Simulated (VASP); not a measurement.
# Pd (P6_3/mmc) in VASP: further runs, part 2 of 2

VASP 6.6.1. The steps go on from the part before.

**3. Single point, PBE**

This run uses another cell than the first one, of 15.39 Å³/atom, 1.015 times its volume.

Contents of INCAR:

```
PREC = Accurate
ENCUT = 500
EDIFF = 1E-6
ISMEAR = -1
SIGMA = 0.05
LREAL = False
LASPH = True
NELM = 120
ALGO = Normal
ISIF = 2
LWAVE = False
LCHARG = True
GGA = PE
LELF = True
LVHAR = True
NBANDS = 17
GGA_COMPAT = False
```

Contents of KPOINTS:

```
Automatic mesh
0
Gamma
  9 9 5
```

Contents of POSCAR:

```
Pd
1.0
    2.7703476680      0.0000000000      0.0000000000
   -1.3851738340      2.3991914578      0.0000000000
    0.0000000000      0.0000000000      4.6322964154
Pd
2
Direct
    0.3333333333      0.6666666667      0.2500000000
    0.6666666667      0.3333333333      0.7500000000
```

Potentials or basis: VASP PAW PBE potentials, release 64 (Pd).

Started as:

```
cat potpaw_PBE.64/Pd/POTCAR > POTCAR
mpirun -np 1 vasp_std > vasp.out
```

OUTCAR:

```text
PREC = Accurate
   ENCUT = 500
   EDIFF = 1E-6
   ISMEAR = -1
   LREAL = False
   LASPH = True
   NELM = 120
   ISIF = 2
   GGA = PE

 ion  position               nearest neighbor table
   1  0.333  0.667  0.250-   2 2.81   2 2.81   2 2.81   2 2.81   2 2.81   2 2.81
   2  0.667  0.333  0.750-   1 2.81   1 2.81   1 2.81   1 2.81   1 2.81   1 2.81

  LATTYP: Found a hexagonal cell.
 ALAT       =     2.7703476680
 C/A-ratio  =     1.6720993069

  Lattice vectors:

 A1 = (   2.7703476680,   0.0000000000,   0.0000000000)
 A2 = (  -1.3851738340,   2.3991914578,   0.0000000000)
 A3 = (   0.0000000000,   0.0000000000,   4.6322964154)

Analysis of symmetry for initial positions (statically):
=====================================================================
 Subroutine PRICEL returns:
 Original cell was already a primitive cell.

 Routine SETGRP: Setting up the symmetry group for a
 hexagonal supercell.

 Subroutine GETGRP returns: Found 24 space group operations
 (whereof 12 operations were pure point group operations)
 out of a pool of 24 trial point group operations.

The static configuration has the point symmetry D_3d.
 The point group associated with its full space group is D_6h.

Analysis of symmetry for dynamics (positions and initial velocities):
=====================================================================
 Subroutine PRICEL returns:
 Original cell was already a primitive cell.

 Routine SETGRP: Setting up the symmetry group for a
 hexagonal supercell.

 Subroutine GETGRP returns: Found 24 space group operations
 (whereof 12 operations were pure point group operations)
 out of a pool of 24 trial point group operations.

The dynamic configuration has the point symmetry D_3d.
 The point group associated with its full space group is D_6h.

 Subroutine INISYM returns: Found 24 space group operations
 (whereof 12 operations are pure point group operations),
 and found     1 'primitive' translations

----------------------------------------------------------------------------------------

                                     Primitive cell

  volume of cell :      30.7890

  direct lattice vectors                    reciprocal lattice vectors
     2.770347668  0.000000000  0.000000000     0.360965525  0.208403543  0.000000000
    -1.385173834  2.399191458  0.000000000     0.000000000  0.416807086  0.000000000
     0.000000000  0.000000000  4.632296415     0.000000000  0.000000000  0.215875650

  length of vectors
     2.770347668  2.770347668  4.632296415     0.416807086  0.416807086  0.215875650

  position of ions in fractional coordinates (direct lattice)
     0.333333333  0.666666667  0.250000000
     0.666666667  0.333333333  0.750000000

  ion indices of the primitive-cell ions
   primitive index   ion index
                 1           1
                 2           2

----------------------------------------------------------------------------------------

 KPOINTS: Automatic mesh

Automatic generation of k-mesh.
 Grid dimensions read from file:
 generate k-points for:    9    9    5

 Generating k-lattice:

  Cartesian coordinates                     Fractional coordinates (reciprocal lattice)
     0.040107281  0.023155949  0.000000000     0.111111111  0.000000000  0.000000000
     0.000000000  0.046311898  0.000000000     0.000000000  0.111111111  0.000000000
     0.000000000  0.000000000  0.043175130     0.000000000  0.000000000  0.200000000

  Length of vectors
     0.046311898  0.046311898  0.043175130

  Shift w.r.t. Gamma in fractional coordinates (k-lattice)
     0.000000000  0.000000000  0.000000000

 Subroutine IBZKPT returns following result:
 ===========================================

 Found     36 irreducible k-points:

 Following reciprocal coordinates:
            Coordinates               Weight
  0.000000  0.000000  0.000000      1.000000
  0.111111  0.000000  0.000000      6.000000
  0.222222 -0.000000  0.000000      6.000000
  0.333333  0.000000  0.000000      6.000000
  0.444444 -0.000000  0.000000      6.000000
  0.111111  0.111111  0.000000      6.000000
[... 16 lines left out ...]
  0.333333  0.222222  0.200000     24.000000
  0.333333  0.333333  0.200000      4.000000
 [... further k-points ...]
   k-points           NKPTS =     36   k-points in BZ     NKDIM =     36   number of bands    NBANDS=     17
   number of dos      NEDOS =    301   number of ions     NIONS =      2
   total plane-waves  NPLWV =  14400
   dimension x,y,z NGX =    20 NGY =   20 NGZ =   36
   dimension x,y,z NGXF=    40 NGYF=   40 NGZF=   72
   ions per type =               2
   NGX,Y,Z   is equivalent  to a cutoff of  12.00, 12.00, 12.92 a.u.
   NGXF,Y,Z  is equivalent  to a cutoff of  24.00, 24.00, 25.84 a.u.
 SYSTEM =  unknown system
   PREC   = accura    normal or accurate (medium, high low for compatibility)
   ISTART =      0    job   : 0-new  1-cont  2-samecut
   ICHARG =      2    charge: 1-file 2-atom 10-const
   ISPIN  =      1    spin polarized calculation?
   LNONCOLLINEAR =      F non collinear calculations
   LSORBIT =      F    spin-orbit coupling
   LASPH  =      T    aspherical Exc in radial PAW
   ENCUT  =  500.0 eV  36.75 Ry    6.06 a.u.   5.05  5.05  8.45*2*pi/ulx,y,z
   NELM   =    120;   NELMIN=  2; NELMDL= -5     # of ELM steps
   EDIFF  = 0.1E-05   stopping-criterion for ELM
   LREAL  =      F    real-space projection
   EDIFFG = 0.1E-04   stopping-criterion for IOM
   NSW    =      0    number of steps for IOM
   IBRION =     -1    ionic relax: 0-MD 1-quasi-New 2-CG
   NFREE  =      0    steps in history (QN), initial steepest desc. (CG)
   ISIF   =      2    stress and relaxation
   ISYM   =      2    0-nonsym 1-usesym 2-fastsym
   POTIM  = 0.5000    time-step for ionic-motion
   TEBEG  =    0.0;   TEEND  =   0.0 temperature during run
   PSTRESS=    0.0 pullay stress
   NELECT =      20.0000    total number of electrons
   NUPDOWN=      -1.0000    fix difference up-down
   EMIN   =  10.00;   EMAX   =-10.00  energy-range for DOS
   EFERMI =   0.00;   METHOD = LEGACY
   ISMEAR =    -1;   SIGMA  =   0.05  broadening in eV -4-tet -1-fermi 0-gaus
   EFERMI_NEDOS =   21; number of points for ismear=-14 and -15
   IALGO  =     38    algorithm
   IMIX   =      4    mixing-type and parameters
     AMIX     =   0.40;   BMIX     =  1.00
     AMIX_MAG =   1.60;   BMIX_MAG =  1.00
  volume/ion in A,a.u.               =      15.39       103.89
  Fermi-wavevector in a.u.,A,eV,Ry     =   1.417815  2.679282 27.350434  2.010200
  Thomas-Fermi vector in A             =   2.539006
   LORBIT       =      0    0 simple, 1 ext, 2 COOP (PROOUT), +10 PAW based schemes
   GGA     = PE    functional components
   LHFCALC =     F    Hartree Fock is set to
   AEXX    =    0.0000 exact exchange contribution
   IVDW    =     0    specifies the selected vdW correction
   LEPSILON=     F    determine dielectric tensor
   LRPA    =     F    only Hartree local field effects (RPA)
 non-spin polarized calculation
  energy-cutoff  :      500.00
  volume of cell :       30.79
 maximum number of plane-waves:       801
   NGX = 11   NGY = 11   NGZ = 17

 number of electron      20.0000006 magnetization

 Free energy of the ion-electron system (eV)
  ---------------------------------------------------
  ext. energy  EPLUGINS =         0.00000000
  ---------------------------------------------------
  free energy    TOTEN  =       -10.38618013 eV

  energy without entropy =      -10.33457197  energy(sigma->0) =      -10.36037605

 E-fermi :   9.0782     XC(G=0): -12.9185

 val. band max:        9.0723131465   @ k =   0.2222   0.2222   0.2000
 cond. band min:       9.0873620294   @ k =   0.4444  -0.0000   0.0000
 fundamental gap:      0.0150488829
 Fermi energy:         9.0781971767

 k-point     1 :       0.0000    0.0000    0.0000
  band No.  band energies     occupation
      1       2.2643      2.00000
      2       4.0900      2.00000
      3       6.2988      2.00000
      4       6.5133      2.00000
      5       6.5133      2.00000
      6       6.8377      2.00000
[... 9 lines left out ...]
     16      28.5675      0.00000
     17      31.0342      0.00000

 k-point     2 :       0.1111    0.0000    0.0000
  band No.  band energies     occupation
      1       2.6494      2.00000
      2       4.3554      2.00000
      3       6.1095      2.00000
      4       6.6323      2.00000
      5       6.7675      2.00000
      6       6.7713      2.00000
[... 9 lines left out ...]
     16      28.1156      0.00000
     17      28.9755      0.00000
[... 421 lines left out ...]
 k-point    24 :       0.3333    0.3333    0.2000
  band No.  band energies     occupation
      1       5.0030      2.00000
      2       5.4216      2.00000
      3       5.4216      2.00000
      4       5.8988      2.00000
      5       6.4021      2.00000
      6       6.4021      2.00000
[... 9 lines left out ...]
     16      20.1286      0.00000
     17      25.2953      0.00000

 [... further k-points ...]
[... 5 lines left out ...]
  --------------------------------------------------------------------------------------
  -------------------------------------------------------------------------------------
  Total       -0.0279207     -0.0279207     -0.0376137      0.0000000     -0.0000000      0.0000000
  in kB       -1.4529199     -1.4529199     -1.9573146      0.0000000     -0.0000000      0.0000000
  external PRESSURE =      -1.6210515 kB  Pullay stress =       0.0000000 kB

 VOLUME and BASIS-vectors are now :
 -----------------------------------------------------------------------------
  energy-cutoff  :      500.00
  volume of cell :       30.79
      direct lattice vectors                 reciprocal lattice vectors
     2.770347668  0.000000000  0.000000000     0.360965525  0.208403543  0.000000000
    -1.385173834  2.399191458  0.000000000     0.000000000  0.416807086  0.000000000
     0.000000000  0.000000000  4.632296415     0.000000000  0.000000000  0.215875650

 POSITION                                       TOTAL-FORCE (eV/Angst)
 -----------------------------------------------------------------------------------
     -0.00000      1.59946      1.15807         0.000000     -0.000000      0.000000
      1.38517      0.79973      3.47422        -0.000000      0.000000      0.000000
 -----------------------------------------------------------------------------------
    total drift:                               -0.000000      0.000000     -0.000000

  FREE ENERGIE OF THE ION-ELECTRON SYSTEM (eV)
  ---------------------------------------------------
  free  energy   TOTEN  =       -10.3861801276 eV

  energy  without entropy=      -10.3345719721  energy(sigma->0) =      -10.36037605
```

stdout:

```text
POSCAR found type information on POSCAR Pd
 POSCAR found :  1 types and       2 ions
 scaLAPACK will be used
 LDA part: xc-table for (Slater+PW92), standard interpolation
 POSCAR, INCAR and KPOINTS ok, starting setup
 FFT: planning ... GRIDC
 FFT: planning ... GRID_SOFT
 FFT: planning ... GRID
 WAVECAR not read
 entering main loop
```

It took 8.2 s on 1 thread of Intel Xeon Platinum 8559C (Emerald Rapids), shared host; peak memory 0.14 GiB.

Results:

```
Free energy            : -10.3862 eV
Pressure               : -0.2 GPa
Band gap on the k mesh : zero (band 10 reaches 9.21 eV, above the bottom of band 11 at 8.58 eV)
```

Levels at points of the mesh, in eV from the Fermi level:
```tsv
k point	band 6	band 7	band 8	band 9	band 10	band 11	band 12	band 13	band 14	band 15
(0.00, 0.00, 0.00)	-2.24	-2.24	-1.55	-1.55	-0.23	-0.23	0.92	6.64	17.13	18.60
```
